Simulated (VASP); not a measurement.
Input of a VASP 6.6.1 run:

INCAR

```
SYSTEM = Cu16CO
ALGO = Normal
DIPOL = 0.5 0.5 0.460
EDIFF = 1E-6
ENCUT = 520
GGA = PE
IDIPOL = 3
ISIF = 2
ISMEAR = 0
IVDW = 12
LASPH = .TRUE.
LCHARG = .FALSE.
LDIPOL = .TRUE.
LREAL = Auto
LWAVE = .FALSE.
NBANDS = 108
NELM = 80
PREC = Accurate
SIGMA = 0.1
```

The input KPOINTS:

```
k-points
0
G
  4 4 1
  0 0 0
```

Contents of POSCAR:

```
Cu16CO
1.0
    5.0393684365      0.0000000000      0.0000000000
    0.0000000000      5.0393684365      0.0000000000
    0.0000000000      0.0000000000     24.4950573916
Cu C O
16 1 1
Direct
    0.2500000000      0.2500000000      0.3265964995
    0.2500000000      0.7500000000      0.3265964995
    0.7500000000      0.2500000000      0.3265964995
    0.7500000000      0.7500000000      0.3265964995
    0.5000000000      0.5000000000      0.3993330426
    0.5000000000      0.0000000000      0.3993330426
    0.0000000000      0.5000000000      0.3993330426
    0.0000000000      0.0000000000      0.3993330426
    0.7519287774      0.7519287774      0.4733248750
    0.7519287774      0.2480712226      0.4733248750
    0.2480712226      0.7519287774      0.4733248750
    0.2480712226      0.2480712226      0.4733248750
    0.0000000000      0.0000000000      0.5496307123
    0.0000000000      0.5000000000      0.5451827941
    0.5000000000      0.0000000000      0.5451827941
    0.5000000000      0.5000000000      0.5437345348
    0.0000000000      0.0000000000      0.6245477561
    0.0000000000      0.0000000000      0.6714862940
```

Potentials or basis: VASP PAW PBE potentials, release 64 (Cu, C, O).

Launch:

```bash
$ cat potpaw_PBE.64/Cu/POTCAR potpaw_PBE.64/C/POTCAR potpaw_PBE.64/O/POTCAR > POTCAR
$ mpirun -np 1 vasp_std > vasp.out
```

(1) Predict the band gap on the k mesh.

(2) What does it give for the dispersion energy per atom?

Results:

(1) zero (bands 93 and 94 overlap by 0.96 eV).

(2) -0.388 eV.
